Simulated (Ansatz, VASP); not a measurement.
Al: VASP beside Ansatz

```
Al
1.0
    -0.06059    1.98950    1.98950
     1.98950   -0.06059    1.98950
     1.98950    1.98950   -0.06059
Al
1
Direct
  0.00000 0.00000 0.00000
```

Change from the starting cell: equal xy, yz and zx shear strains of -3 %.

Alike in both runs: task single point; functional PBE; k mesh 17 × 17 × 17; occupations fermi-dirac, width 0.05 eV; no spin polarisation.

|  | VASP | Ansatz |
| --- | --- | --- |
| version | VASP 6.6.1 | Ansatz 0.2.0 |
| potentials or method | VASP PAW PBE potentials, release 64 (Al), cutoff 500 eV | all-electron LAPW, scalar-relativistic |

|  | VASP | Ansatz | Ansatz less VASP |
| --- | --- | --- | --- |
| pressure (GPa) | 0.3 | 0.3 | +0.03 |
| traceless stress, the component that is largest in VASP (GPa) | 1.16 | 1.17 | +0.002 |

Ansatz ran all-electron here, and VASP with PAW potentials.
